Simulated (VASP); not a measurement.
# Re (P6/mmm) in VASP: a series of runs

Re is run at these levels: PBE; tasks: single point, relaxation of cell and atoms.

All numbers are computed with VASP 6.6.1; they aren't measurements. Logs are shortened: lines on timing, memory, paths and dates and some standing lists are left out, and cuts for length are marked.

## (1) The cell of the first run

It takes space group P6/mmm (No. 191, hexagonal). The conventional cell has a = 2.762 Å, b = 2.762 Å, c = 3.043 Å, α = 90.00°, β = 90.00°, γ = 120.00°. Within 2.1 Å of Re (site symmetry -6m2) lie 3 Re at 1.59 Å.

## (2) Single point, PBE

Input file INCAR:

```
PREC     = Accurate       # precision mode
ENCUT    = 520            # plane-wave cutoff, eV
EDIFF    = 1E-6           # SCF threshold, eV
ISMEAR   = 0              # smearing method
SIGMA    = 0.1            # smearing width, eV
LREAL    = False          # projectors in reciprocal space
LASPH    = True           # aspherical terms in the spheres
NELM     = 60             # most SCF steps
ALGO     = Normal         # electronic algorithm
ISIF     = 2              # what is computed and relaxed
LWAVE    = False          # write WAVECAR
LCHARG   = False          # write CHGCAR
GGA      = PE             # functional
NBANDS   = 14             # bands
```

Input file KPOINTS:

```
Automatic mesh
0
Gamma
  6 6 6
```

Input file POSCAR:

```
Re
1.0
    2.7618993400      0.0000000000      0.0000000000
   -1.3809496700      2.3918749900      0.0000000000
    0.0000000000      0.0000000000      3.0428589200
Re
2
Direct
    0.3333333300      0.6666666700      0.0000000000
    0.6666666700      0.3333333300      0.0000000000
```

Potentials or basis: VASP PAW PBE potentials, release 64 (Re).

Launch:

```bash
> cat potpaw_PBE.64/Re/POTCAR > POTCAR
> mpirun -np 1 vasp_std > vasp.out
```

OUTCAR:

```text
PREC = Accurate
   ENCUT = 520
   EDIFF = 1E-6
   ISMEAR = 0
   LREAL = False
   LASPH = True
   NELM = 60
   ISIF = 2
   GGA = PE

 ion  position               nearest neighbor table
   1  0.333  0.667  0.000-   2 1.59   2 1.59   2 1.59   2 3.19   2 3.19   2 3.19   2 3.44   2 3.44
                             2 3.44   2 3.44   2 3.44   2 3.44
   2  0.667  0.333  0.000-   1 1.59   1 1.59   1 1.59   1 3.19   1 3.19   1 3.19   1 3.44   1 3.44
                             1 3.44   1 3.44   1 3.44   1 3.44

 -----------------------------------------------------------------------------
|                                                                             |
|           W    W    AA    RRRRR   N    N  II  N    N   GGGG   !!!           |
|           W    W   A  A   R    R  NN   N  II  NN   N  G    G  !!!           |
|           W    W  A    A  R    R  N N  N  II  N N  N  G       !!!           |
|           W WW W  AAAAAA  RRRRR   N  N N  II  N  N N  G  GGG   !            |
|           WW  WW  A    A  R   R   N   NN  II  N   NN  G    G                |
|           W    W  A    A  R    R  N    N  II  N    N   GGGG   !!!           |
|                                                                             |
|     The distance between some ions is very small. Please check the          |
|     nearest-neighbor list in the OUTCAR file.                               |
|     I HOPE YOU KNOW WHAT YOU ARE DOING!                                     |
|                                                                             |
 -----------------------------------------------------------------------------

  LATTYP: Found a hexagonal cell.
 ALAT       =     2.7618993400
 C/A-ratio  =     1.1017269442

  Lattice vectors:

 A1 = (   2.7618993400,   0.0000000000,   0.0000000000)
 A2 = (  -1.3809496700,   2.3918749900,   0.0000000000)
 A3 = (   0.0000000000,   0.0000000000,   3.0428589200)

Analysis of symmetry for initial positions (statically):
=====================================================================
 Subroutine PRICEL returns:
 Original cell was already a primitive cell.

 Routine SETGRP: Setting up the symmetry group for a
 hexagonal supercell.

 Subroutine GETGRP returns: Found 24 space group operations
 (whereof 24 operations were pure point group operations)
 out of a pool of 24 trial point group operations.

The static configuration has the point symmetry D_6h.

Analysis of symmetry for dynamics (positions and initial velocities):
=====================================================================
 Subroutine PRICEL returns:
 Original cell was already a primitive cell.

 Routine SETGRP: Setting up the symmetry group for a
 hexagonal supercell.

 Subroutine GETGRP returns: Found 24 space group operations
 (whereof 24 operations were pure point group operations)
 out of a pool of 24 trial point group operations.

The dynamic configuration has the point symmetry D_6h.

 Subroutine INISYM returns: Found 24 space group operations
 (whereof 24 operations are pure point group operations),
 and found     1 'primitive' translations

----------------------------------------------------------------------------------------

                                     Primitive cell

  volume of cell :      20.1015

  direct lattice vectors                    reciprocal lattice vectors
     2.761899340  0.000000000  0.000000000     0.362069676  0.209041025  0.000000000
    -1.380949670  2.391874990  0.000000000     0.000000000  0.418082050  0.000000000
     0.000000000  0.000000000  3.042858920     0.000000000  0.000000000  0.328638306

  length of vectors
     2.761899340  2.761899339  3.042858920     0.418082050  0.418082050  0.328638306

  position of ions in fractional coordinates (direct lattice)
     0.333333330  0.666666670  0.000000000
     0.666666670  0.333333330  0.000000000

  ion indices of the primitive-cell ions
   primitive index   ion index
                 1           1
                 2           2

----------------------------------------------------------------------------------------

 KPOINTS: Automatic mesh

Automatic generation of k-mesh.
 Grid dimensions read from file:
 generate k-points for:    6    6    6

 Generating k-lattice:

  Cartesian coordinates                     Fractional coordinates (reciprocal lattice)
     0.060344946  0.034840171  0.000000000     0.166666667  0.000000000  0.000000000
     0.000000000  0.069680342  0.000000000     0.000000000  0.166666667  0.000000000
     0.000000000  0.000000000  0.054773051     0.000000000  0.000000000  0.166666667

  Length of vectors
     0.069680342  0.069680342  0.054773051

  Shift w.r.t. Gamma in fractional coordinates (k-lattice)
     0.000000000  0.000000000  0.000000000

 Subroutine IBZKPT returns following result:
 ===========================================

 Found     28 irreducible k-points:

 Following reciprocal coordinates:
            Coordinates               Weight
  0.000000  0.000000  0.000000      1.000000
  0.166667  0.000000  0.000000      6.000000
  0.333333  0.000000  0.000000      6.000000
  0.500000  0.000000  0.000000      3.000000
  0.166667  0.166667  0.000000      6.000000
  0.333333  0.166667  0.000000     12.000000
[... 16 lines left out ...]
  0.166667  0.000000  0.500000      6.000000
  0.333333  0.000000  0.500000      6.000000
 [... further k-points ...]
   k-points           NKPTS =     28   k-points in BZ     NKDIM =     28   number of bands    NBANDS=     14
   number of dos      NEDOS =    301   number of ions     NIONS =      2
   total plane-waves  NPLWV =  13824
   dimension x,y,z NGX =    24 NGY =   24 NGZ =   24
   dimension x,y,z NGXF=    48 NGYF=   48 NGZF=   48
   ions per type =               2
   NGX,Y,Z   is equivalent  to a cutoff of  14.45, 14.45, 13.11 a.u.
   NGXF,Y,Z  is equivalent  to a cutoff of  28.89, 28.89, 26.22 a.u.
 SYSTEM =  unknown system
   PREC   = accura    normal or accurate (medium, high low for compatibility)
   ISTART =      0    job   : 0-new  1-cont  2-samecut
   ICHARG =      2    charge: 1-file 2-atom 10-const
   ISPIN  =      1    spin polarized calculation?
   LNONCOLLINEAR =      F non collinear calculations
   LSORBIT =      F    spin-orbit coupling
   LASPH  =      T    aspherical Exc in radial PAW
   ENCUT  =  520.0 eV  38.22 Ry    6.18 a.u.   5.14  5.14  5.66*2*pi/ulx,y,z
   NELM   =     60;   NELMIN=  2; NELMDL= -5     # of ELM steps
   EDIFF  = 0.1E-05   stopping-criterion for ELM
   LREAL  =      F    real-space projection
   EDIFFG = 0.1E-04   stopping-criterion for IOM
   NSW    =      0    number of steps for IOM
   IBRION =     -1    ionic relax: 0-MD 1-quasi-New 2-CG
   NFREE  =      0    steps in history (QN), initial steepest desc. (CG)
   ISIF   =      2    stress and relaxation
   ISYM   =      2    0-nonsym 1-usesym 2-fastsym
   POTIM  = 0.5000    time-step for ionic-motion
   TEBEG  =    0.0;   TEEND  =   0.0 temperature during run
   PSTRESS=    0.0 pullay stress
   NELECT =      14.0000    total number of electrons
   NUPDOWN=      -1.0000    fix difference up-down
   EMIN   =  10.00;   EMAX   =-10.00  energy-range for DOS
   EFERMI =   0.00;   METHOD = LEGACY
   ISMEAR =     0;   SIGMA  =   0.10  broadening in eV -4-tet -1-fermi 0-gaus
   EFERMI_NEDOS =   21; number of points for ismear=-14 and -15
   IALGO  =     38    algorithm
   IMIX   =      4    mixing-type and parameters
     AMIX     =   0.40;   BMIX     =  1.00
     AMIX_MAG =   1.60;   BMIX_MAG =  1.00
  volume/ion in A,a.u.               =      10.05        67.83
  Fermi-wavevector in a.u.,A,eV,Ry     =   1.451136  2.742249 28.651091  2.105796
  Thomas-Fermi vector in A             =   2.568668
   LORBIT       =      0    0 simple, 1 ext, 2 COOP (PROOUT), +10 PAW based schemes
   GGA     = PE    functional components
   LHFCALC =     F    Hartree Fock is set to
   AEXX    =    0.0000 exact exchange contribution
   IVDW    =     0    specifies the selected vdW correction
   LEPSILON=     F    determine dielectric tensor
   LRPA    =     F    only Hartree local field effects (RPA)
 non-spin polarized calculation
 Gauss-broadening in eV      SIGMA  =   0.10
  energy-cutoff  :      520.00
  volume of cell :       20.10
 maximum number of plane-waves:       563
 NGX is ok and might be reduce to    24
   NGX = 11   NGY = 11   NGZ = 11

 number of electron      13.9999999 magnetization

 Free energy of the ion-electron system (eV)
  ---------------------------------------------------
  ext. energy  EPLUGINS =         0.00000000
  ---------------------------------------------------
  free energy    TOTEN  =        21.21941371 eV

  energy without entropy =       21.23151385  energy(sigma->0) =       21.22546378

 E-fermi :  14.6085     XC(G=0): -15.0192

 val. band max:       14.5728446946   @ k =   0.1667   0.0000   0.1667
 cond. band min:      14.6256981668   @ k =   0.3333   0.1667   0.1667
 fundamental gap:      0.0528534723
 Fermi energy:        14.6085436552

 k-point     1 :       0.0000    0.0000    0.0000
  band No.  band energies     occupation
      1       0.5356      2.00000
      2       4.2409      2.00000
      3       4.6410      2.00000
      4       4.6410      2.00000
      5       6.3787      2.00000
      6       6.3787      2.00000
      7      16.7138      0.00000
      8      16.7138      0.00000
      9      17.1265      0.00000
     10      17.2522      0.00000
     11      17.2522      0.00000
     12      22.3257      0.00000
     13      29.0119      0.00000
     14      29.2916      0.00000

 k-point     2 :       0.1667    0.0000    0.0000
  band No.  band energies     occupation
      1       1.1195      2.00000
      2       2.9208      2.00000
      3       3.8608      2.00000
      4       4.7295      2.00000
      5       4.7611      2.00000
      6       6.3439      2.00000
      7      14.8935      0.00006
      8      15.1252      0.00000
      9      18.4808      0.00000
     10      18.5205      0.00000
[... 362 lines left out ...]
 k-point    24 :       0.3333    0.0000    0.5000
  band No.  band energies     occupation
      1      -1.0918      2.00000
      2       1.6203      2.00000
      3       2.5623      2.00000
      4       2.6746      2.00000
      5       8.0921      2.00000
      6      10.5546      2.00000
      7      15.4481      0.00000
      8      16.5028      0.00000
      9      18.9688      0.00000
     10      19.6607      0.00000
     11      21.2327      0.00000
     12      23.9968      0.00000
     13      24.1945      0.00000
     14      28.3357      0.00000

 [... further k-points ...]
[... 5 lines left out ...]
  --------------------------------------------------------------------------------------
  -------------------------------------------------------------------------------------
  Total      117.0196366    117.0196365      9.2402096     -0.0000000     -0.0000000      0.0000000
  in kB     9326.9830251   9326.9830163    736.4856031     -0.0000000     -0.0000000      0.0000000
  external PRESSURE =    6463.4838815 kB  Pullay stress =       0.0000000 kB

 VOLUME and BASIS-vectors are now :
 -----------------------------------------------------------------------------
  energy-cutoff  :      520.00
  volume of cell :       20.10
      direct lattice vectors                 reciprocal lattice vectors
     2.761899340  0.000000000  0.000000000     0.362069676  0.209041025  0.000000000
    -1.380949670  2.391874990  0.000000000     0.000000000  0.418082050  0.000000000
     0.000000000  0.000000000  3.042858920     0.000000000  0.000000000  0.328638306

 POSITION                                       TOTAL-FORCE (eV/Angst)
 -----------------------------------------------------------------------------------
     -0.00000      1.59458      0.00000         0.000000     -0.000000      0.000000
      1.38095      0.79729      0.00000        -0.000000      0.000000     -0.000000
 -----------------------------------------------------------------------------------
    total drift:                                0.000000      0.000000      0.000000

  FREE ENERGIE OF THE ION-ELECTRON SYSTEM (eV)
  ---------------------------------------------------
  free  energy   TOTEN  =        21.2194137058 eV

  energy  without entropy=       21.2315138531  energy(sigma->0) =       21.22546378
```

Wall time 5.4 s (1 thread of Intel Xeon Platinum 8488C (Sapphire Rapids), shared host); peak memory 0.14 GiB.

The run converged, but its numbers aren't listed here, since they failed a check.

Caveat: the k points lie up to 0.44 Å⁻¹ apart; spin-orbit coupling is left out, which moves the levels of the heavy elements.

(Continued in part 2 of 3.)
